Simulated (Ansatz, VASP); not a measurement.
# Two plane-wave programs on W

INCAR

```
SYSTEM = W
PREC = Accurate
ENCUT = 520
EDIFF = 1E-8
ISMEAR = -1
SIGMA = 0.08
LREAL = .False.
LASPH = .True.
NELM = 100
ALGO = Normal
ISIF = 2
LWAVE = .False.
LCHARG = .False.
GGA = PE
LEFG = .True.
NBANDS = 13
```

Contents of KPOINTS:

```
regular mesh
0
Gamma
  14 14 14
  0 0 0
```

The input POSCAR:

```
W
1.0
   -1.5649702701      1.5649702701      1.5649702701
    1.5649702701     -1.5649702701      1.5649702701
    1.5649702701      1.5649702701     -1.5649702701
W
1
Direct
    0.0000000000      0.0000000000      0.0000000000
```

Input for Ansatz:

```yaml
crystal:
  lattice:
    - [-1.5649702701, 1.5649702701, 1.5649702701]
    - [1.5649702701, -1.5649702701, 1.5649702701]
    - [1.5649702701, 1.5649702701, -1.5649702701]
  atoms:
    - { symbol: W, position: [0.0, 0.0, 0.0] }
kpoints:
  mp_grid: { grid: [14, 14, 14] }
scf:
  occupations: { method: fermi_dirac, width: 0.08 }
hamiltonian:
  xc: pbe
  pseudopotentials: { kind: paw }
output:
  forces: true
  stress: true
  eigenvalues: true
  efg: { contact_densities: true }
```

Change from the starting cell: volume scaled by 0.9405, PAW files.

Alike in both runs: task electric field gradients; functional PBE; k mesh 14 × 14 × 14; occupations fermi-dirac, width 0.08 eV; no spin polarisation.

|  | VASP | Ansatz |
| --- | --- | --- |
| version | VASP 6.6.1 | Ansatz 0.2.0 |
| potentials or method | VASP PAW PBE potentials, release 64 (W_sv) | PAW with Ansatz's default frozen-core files, scalar-relativistic |
| plane-wave cutoff (eV) | 520 | 420 |
| valence electrons in the cell | 14 | 14 |

|  | VASP | Ansatz | Ansatz less VASP |
| --- | --- | --- | --- |
| pressure (GPa) | 18.1 | 17.4 | -0.75 |

Spin-orbit coupling is off throughout.
